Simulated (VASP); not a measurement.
# AlCo (rocksalt type) (Fm-3m) in VASP: notebook

The runs below take AlCo (rocksalt type) through relaxation of cell and atoms, with PBE.

All numbers are computed with VASP 6.6.1; they aren't measurements. Logs are shortened: lines on timing, memory, paths and dates and some standing lists are left out, and cuts for length are marked.

## Step 1: The cell of the first run

Symmetry: Fm-3m, No. 225, cubic system. Conventional cell: a = 4.253 Å, b = 4.253 Å, c = 4.253 Å, α = 90.00°, β = 90.00°, γ = 90.00°. Co (site symmetry m-3m) has 6 Al at 2.13 Å within 2.8 Å. Al (site symmetry m-3m) has 6 Co at 2.13 Å within 2.8 Å.

## Step 2: Relaxation of cell and atoms, PBE, target pressure 89 GPa, at which the enthalpy is minimised

INCAR reads:

```
PREC = Accurate
ENCUT = 600
EDIFF = 1E-6
ISMEAR = -1
SIGMA = 0.08
LREAL = F
LASPH = T
NELM = 100
ALGO = Normal
ISIF = 3
LWAVE = F
LCHARG = F
GGA = PE
IBRION = 2
NSW = 60
EDIFFG = -0.005
PSTRESS = 890.0
```

KPOINTS reads:

```
regular mesh
0
Gamma
  15 15 15
```

POSCAR reads:

```
AlCo
1.0
    0.0000000000      2.1265128386      2.1265128386
    2.1265128386      0.0000000000      2.1265128386
    2.1265128386      2.1265128386      0.0000000000
Co Al
1 1
Direct
    0.0000000000      0.0000000000      0.0000000000
    0.5000000000      0.5000000000      0.5000000000
```

Potentials or basis: VASP PAW PBE potentials, release 64 (Co, Al).

Command:

```console
$ cat potpaw_PBE.64/Co/POTCAR potpaw_PBE.64/Al/POTCAR > POTCAR
$ mpirun -np 1 vasp_std > vasp.out
```

OUTCAR:

```text
PREC = Accurate
   ENCUT = 600
   EDIFF = 1E-6
   ISMEAR = -1
   LREAL = F
   LASPH = T
   NELM = 100
   ISIF = 3
   GGA = PE
   IBRION = 2
   NSW = 60
   EDIFFG = -0.005
   PSTRESS = 890.0

 ion  position               nearest neighbor table
   1  0.000  0.000  0.000-   2 2.13   2 2.13   2 2.13   2 2.13   2 2.13   2 2.13
   2  0.500  0.500  0.500-   1 2.13   1 2.13   1 2.13   1 2.13   1 2.13   1 2.13

  LATTYP: Found a face centered cubic cell.
 ALAT       =     4.2530256772

  Lattice vectors:

 A1 = (   0.0000000000,   2.1265128386,   2.1265128386)
 A2 = (   2.1265128386,   0.0000000000,   2.1265128386)
 A3 = (   2.1265128386,   2.1265128386,   0.0000000000)

Analysis of symmetry for initial positions (statically):
=====================================================================
 Subroutine PRICEL returns:
 Original cell was already a primitive cell.

 Routine SETGRP: Setting up the symmetry group for a
 face centered cubic supercell.

 Subroutine GETGRP returns: Found 48 space group operations
 (whereof 48 operations were pure point group operations)
 out of a pool of 48 trial point group operations.

The static configuration has the point symmetry O_h .

Analysis of symmetry for dynamics (positions and initial velocities):
=====================================================================
 Subroutine PRICEL returns:
 Original cell was already a primitive cell.

 Routine SETGRP: Setting up the symmetry group for a
 face centered cubic supercell.

 Subroutine GETGRP returns: Found 48 space group operations
 (whereof 48 operations were pure point group operations)
 out of a pool of 48 trial point group operations.

The dynamic configuration has the point symmetry O_h .

 Subroutine INISYM returns: Found 48 space group operations
 (whereof 48 operations are pure point group operations),
 and found     1 'primitive' translations

----------------------------------------------------------------------------------------

                                     Primitive cell

  volume of cell :      19.2324

  direct lattice vectors                    reciprocal lattice vectors
     0.000000000  2.126512839  2.126512839    -0.235126725  0.235126725  0.235126725
     2.126512839  0.000000000  2.126512839     0.235126725 -0.235126725  0.235126725
     2.126512839  2.126512839  0.000000000     0.235126725  0.235126725 -0.235126725

  length of vectors
     3.007343297  3.007343297  3.007343297     0.407251434  0.407251434  0.407251434

  position of ions in fractional coordinates (direct lattice)
     0.000000000  0.000000000  0.000000000
     0.500000000  0.500000000  0.500000000

  ion indices of the primitive-cell ions
   primitive index   ion index
                 1           1
                 2           2

----------------------------------------------------------------------------------------

 KPOINTS: regular mesh

Automatic generation of k-mesh.
 Grid dimensions read from file:
 generate k-points for:   15   15   15

 Generating k-lattice:

  Cartesian coordinates                     Fractional coordinates (reciprocal lattice)
    -0.015675115  0.015675115  0.015675115     0.066666667  0.000000000  0.000000000
     0.015675115 -0.015675115  0.015675115     0.000000000  0.066666667  0.000000000
     0.015675115  0.015675115 -0.015675115     0.000000000  0.000000000  0.066666667

  Length of vectors
     0.027150096  0.027150096  0.027150096

  Shift w.r.t. Gamma in fractional coordinates (k-lattice)
     0.000000000  0.000000000  0.000000000

 Subroutine IBZKPT returns following result:
 ===========================================

 Found    120 irreducible k-points:

 Following reciprocal coordinates:
            Coordinates               Weight
  0.000000  0.000000  0.000000      1.000000
  0.066667  0.000000  0.000000      8.000000
  0.133333  0.000000  0.000000      8.000000
  0.200000  0.000000  0.000000      8.000000
  0.266667  0.000000  0.000000      8.000000
  0.333333  0.000000  0.000000      8.000000
[... 16 lines left out ...]
  0.133333  0.133333  0.000000      6.000000
  0.200000  0.133333  0.000000     24.000000
 [... further k-points ...]
   k-points           NKPTS =    120   k-points in BZ     NKDIM =    120   number of bands    NBANDS=     10
   number of dos      NEDOS =    301   number of ions     NIONS =      2
   total plane-waves  NPLWV =  13824
   dimension x,y,z NGX =    24 NGY =   24 NGZ =   24
   dimension x,y,z NGXF=    48 NGYF=   48 NGZF=   48
   ions per type =               1   1
   NGX,Y,Z   is equivalent  to a cutoff of  13.27, 13.27, 13.27 a.u.
   NGXF,Y,Z  is equivalent  to a cutoff of  26.53, 26.53, 26.53 a.u.
 SYSTEM =  unknown system
   PREC   = accura    normal or accurate (medium, high low for compatibility)
   ISTART =      0    job   : 0-new  1-cont  2-samecut
   ICHARG =      2    charge: 1-file 2-atom 10-const
   ISPIN  =      1    spin polarized calculation?
   LNONCOLLINEAR =      F non collinear calculations
   LSORBIT =      F    spin-orbit coupling
   LASPH  =      T    aspherical Exc in radial PAW
   ENCUT  =  600.0 eV  44.10 Ry    6.64 a.u.   6.01  6.01  6.01*2*pi/ulx,y,z
   NELM   =    100;   NELMIN=  2; NELMDL= -5     # of ELM steps
   EDIFF  = 0.1E-05   stopping-criterion for ELM
   LREAL  =      F    real-space projection
   EDIFFG = -.5E-02   stopping-criterion for IOM
   NSW    =     60    number of steps for IOM
   IBRION =      2    ionic relax: 0-MD 1-quasi-New 2-CG
   NFREE  =      1    steps in history (QN), initial steepest desc. (CG)
   ISIF   =      3    stress and relaxation
   ISYM   =      2    0-nonsym 1-usesym 2-fastsym
   POTIM  = 0.5000    time-step for ionic-motion
   TEBEG  =    0.0;   TEEND  =   0.0 temperature during run
   PSTRESS=  890.0 pullay stress
   NELECT =      12.0000    total number of electrons
   NUPDOWN=      -1.0000    fix difference up-down
   EMIN   =  10.00;   EMAX   =-10.00  energy-range for DOS
   EFERMI =   0.00;   METHOD = LEGACY
   ISMEAR =    -1;   SIGMA  =   0.08  broadening in eV -4-tet -1-fermi 0-gaus
   EFERMI_NEDOS =   21; number of points for ismear=-14 and -15
   IALGO  =     38    algorithm
   IMIX   =      4    mixing-type and parameters
     AMIX     =   0.40;   BMIX     =  1.00
     AMIX_MAG =   1.60;   BMIX_MAG =  1.00
  volume/ion in A,a.u.               =       9.62        64.89
  Fermi-wavevector in a.u.,A,eV,Ry     =   1.398913  2.643561 26.626008  1.956956
  Thomas-Fermi vector in A             =   2.522024
   LORBIT       =      0    0 simple, 1 ext, 2 COOP (PROOUT), +10 PAW based schemes
   GGA     = PE    functional components
   LHFCALC =     F    Hartree Fock is set to
   AEXX    =    0.0000 exact exchange contribution
   IVDW    =     0    specifies the selected vdW correction
   LEPSILON=     F    determine dielectric tensor
   LRPA    =     F    only Hartree local field effects (RPA)
 conjugate gradient relaxation of ions
 non-spin polarized calculation
  energy-cutoff  :      600.00
  volume of cell :       19.23
 maximum number of plane-waves:       656
   NGX = 13   NGY = 13   NGZ = 13

--------------------------------------- Ionic step        1  -------------------------------------------

 number of electron      12.0000002 magnetization

 Free energy of the ion-electron system (eV)
  ---------------------------------------------------
  ext. energy  EPLUGINS =         0.00000000
  ---------------------------------------------------
  free energy    TOTEN  =        -8.64953202 eV

  energy without entropy =       -8.63339480  energy(sigma->0) =       -8.64146341

------------------------ aborting loop because EDIFF is reached ----------------------------------------

  FORCE on cell =-STRESS in cart. coord.  units (eV):
  Direction    XX          YY          ZZ          XY          YZ          ZX
  --------------------------------------------------------------------------------------
  -------------------------------------------------------------------------------------
  Total       10.7534341     10.7534341     10.7534341     -0.0000000     -0.0000000      0.0000000
  in kB      895.8261534    895.8261534    895.8261534     -0.0000000     -0.0000000      0.0000000
  external PRESSURE =       5.8261534 kB  Pullay stress =     890.0000000 kB
[... 61 lines left out ...]
  enthalpy is  TOTEN    =         2.0342995292 eV   P V=       10.7376567430

--------------------------------------- Ionic step        3  -------------------------------------------

 number of electron      12.0000002 magnetization

 Free energy of the ion-electron system (eV)
  ---------------------------------------------------
  ext. energy  EPLUGINS =         0.00000000
  ---------------------------------------------------
  free energy    TOTEN  =        -8.66362911 eV

  energy without entropy =       -8.64744554  energy(sigma->0) =       -8.65553733

 E-fermi :  13.3990     XC(G=0): -13.1013

 val. band max:       13.3976237653   @ k =  -0.4000   0.3333   0.0667
 cond. band min:      13.4368744338   @ k =  -0.4000   0.4000   0.0000
 fundamental gap:      0.0392506685
 Fermi energy:        13.3989665869

 k-point     1 :       0.0000    0.0000    0.0000
  band No.  band energies     occupation
      1       1.0525      2.00000
      2      10.7117      2.00000
      3      10.7117      2.00000
      4      10.7117      2.00000
      5      11.0909      2.00000
      6      11.0909      2.00000
      7      23.4932      0.00000
      8      23.4932      0.00000
      9      23.4932      0.00000
     10      25.7891      0.00000
[... 287 lines left out ...]
 k-point    24 :       0.2000    0.1333    0.0000
  band No.  band energies     occupation
      1       2.0748      2.00000
      2      10.1752      2.00000
      3      10.6190      2.00000
      4      10.9407      2.00000
      5      11.0656      2.00000
      6      11.3244      2.00000
      7      20.1748      0.00000
      8      21.0008      0.00000
      9      23.3910      0.00000
     10      24.1518      0.00000

 [... further k-points ...]
[... 5 lines left out ...]
  --------------------------------------------------------------------------------------
  -------------------------------------------------------------------------------------
  Total       10.7045300     10.7045300     10.7045300      0.0000000     -0.0000000     -0.0000000
  in kB      890.5804970    890.5804970    890.5804970      0.0000000     -0.0000000     -0.0000000
  external PRESSURE =       0.5804970 kB  Pullay stress =     890.0000000 kB
[... 17 lines left out ...]
  FREE ENERGIE OF THE ION-ELECTRON SYSTEM (eV)
  ---------------------------------------------------
  free  energy   TOTEN  =        -8.6636291126 eV

  energy  without entropy=       -8.6474455378  energy(sigma->0) =       -8.65553733

  enthalpy is  TOTEN    =         2.0339235197 eV   P V=       10.6975526322

 reached required accuracy - stopping structural energy minimisation
```

Wall time 26 s (1 thread of Intel Xeon 6975P-C, shared host); peak memory 0.16 GiB.

Results:

```
Free energy                                            : -8.6636 eV
Relaxed volume                                         : 9.63 Å³/atom
Relaxed cell                                           : a = 3.009 Å, b = 3.009 Å, c = 3.009 Å, α = 60.00°, β = 60.00°, γ = 60.00°
Space group after relaxing (to 0.05 Å)                 : Fm-3m (No. 225)
Energy change on relaxing (the enthalpy is what falls) : -7.0 meV/atom
Ionic steps                                            : 3
Pressure after relaxing                                : 89.1 GPa
Band gap on the k mesh                                 : zero (band 6 reaches 13.54 eV, above the bottom of band 7 at 13.40 eV)
```

The path:
```
step  energy change (eV)  largest force (eV/Å)  pressure (GPa)  volume (Å³)
   1              0.0000                0.0000           89.58        19.23
   2             -0.0538                0.0000           87.31        19.33
   3             -0.0141                0.0000           89.06        19.26
```

Final structure:
```xyz
2
Lattice="0.0000 2.1274 2.1274 2.1274 0.0000 2.1274 2.1274 2.1274 0.0000" Properties=species:S:1:pos:R:3 pbc="T T T"
Co    0.0000    0.0000    0.0000
Al    2.1274    2.1274    2.1274
```

Levels at points of the mesh, in eV from the Fermi level:
```tsv
k point	band 4	band 5	band 6	band 7	band 8	band 9
(0.00, 0.00, 0.00)	-2.69	-2.31	-2.31	10.09	10.09	10.09
```

Caveat: the cell is relaxed towards a set pressure, so the enthalpy falls and the energy may rise.

## Step 3: Relaxation of cell and atoms, PBE, target pressure 89 GPa, at which the enthalpy is minimised

INCAR reads:

```
SYSTEM = AlCo
PREC = Accurate
ENCUT = 600
EDIFF = 1E-6
ISMEAR = -1
SIGMA = 0.08
LREAL = .False.
LASPH = .True.
NELM = 60
ALGO = Normal
ISIF = 3
LWAVE = .False.
LCHARG = .False.
GGA = PE
IBRION = 2
NSW = 32
EDIFFG = -0.005
PSTRESS = 890.0
```

KPOINTS reads:

```
Automatic mesh
0
Gamma
  15 15 15
  0 0 0
```

POSCAR reads:

```
AlCo
1.0
    0.0000000000      2.1264261800      2.1264261800
    2.1264261800      0.0000000000      2.1264261800
    2.1264261800      2.1264261800      0.0000000000
Co Al
1 1
Direct
    0.0000000000      0.0000000000      0.0000000000
    0.5000000000      0.5000000000      0.5000000000
```

Potentials or basis: VASP PAW PBE potentials, release 64 (Co, Al).

Command:

```console
$ cat potpaw_PBE.64/Co/POTCAR potpaw_PBE.64/Al/POTCAR > POTCAR
$ mpirun -np 1 vasp_std > vasp.out
```

It took 22 s on 1 thread of Intel Xeon 6975P-C, shared host; peak memory 0.17 GiB.

The run converged. Its results:

- Free energy: -8.6632 eV
- Relaxed volume: 9.63 Å³/atom
- Relaxed cell: a = 3.009 Å, b = 3.009 Å, c = 3.009 Å, α = 60.00°, β = 60.00°, γ = 60.00°
- Space group after relaxing (to 0.05 Å): Fm-3m (No. 225)
- Energy change on relaxing (the enthalpy is what falls): -7.5 meV/atom
- Ionic steps: 3
- Pressure after relaxing: 89.1 GPa
- Band gap on the k mesh: zero (band 6 reaches 13.54 eV, above the bottom of band 7 at 13.40 eV)

Step by step:
```tsv
step	energy change (eV)	largest force (eV/Å)	pressure (GPa)	volume (Å³)
1	0.0000	0.0000	89.64	19.23
2	-0.0586	0.0000	87.22	19.34
3	-0.0150	0.0000	89.08	19.26
```

Final structure:
```
Co Al
1.0
     0.00000    2.12742    2.12742
     2.12742    0.00000    2.12742
     2.12742    2.12742    0.00000
Co Al
1 1
Direct
  0.00000 0.00000 0.00000
  0.50000 0.50000 0.50000
```

Levels at points of the mesh, in eV from the Fermi level:
| k point | band 3 | band 4 | band 5 | band 6 | band 7 | band 8 | band 9 | band 10 |
| --- | --- | --- | --- | --- | --- | --- | --- | --- |
| (0.00, 0.00, 0.00) | -2.69 | -2.69 | -2.31 | -2.31 | 10.09 | 10.09 | 10.09 | 12.39 |

Caveat: the cell is relaxed towards a set pressure, so the enthalpy falls and the energy may rise.
